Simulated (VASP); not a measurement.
Input of a VASP 6.6.1 run:

INCAR

```
SYSTEM = Pd
PREC = Accurate ; ENCUT = 500
EDIFF = 1E-6 ; ISMEAR = 0
SIGMA = 0.05 ; LREAL = .False.
LASPH = .True. ; NELM = 120
ALGO = Normal ; ISIF = 2
LWAVE = .False. ; LCHARG = .False.
GGA = CA ; NBANDS = 17
GGA_COMPAT = .False.
```

File KPOINTS:

```
Automatic mesh
0
Gamma
  7 7 7
  0 0 0
```

File POSCAR:

```
Pd
1.0
    0.0000000000      2.6002853239      2.6002853239
    2.6002853239      0.0000000000      2.6002853239
    2.6002853239      2.6002853239      0.0000000000
Pd
2
Direct
    1.0000000000      1.0000000000      1.0000000000
    0.2500000000      0.2500000000      0.2500000000
```

Potentials or basis: VASP PAW LDA potentials, release 64 (Pd).

Run with:

```sh
$ cat potpaw_LDA.64/Pd/POTCAR > POTCAR
$ mpirun -np 1 vasp_std > vasp.out
```

**Question.** Predict the pressure.

**Answer.** 38.0 GPa.

**Question.** Predict the band gap on the k mesh.

**Answer.** Zero (bands 10 and 11 overlap by 0.59 eV).

Caveat: the cell stands under pressure.
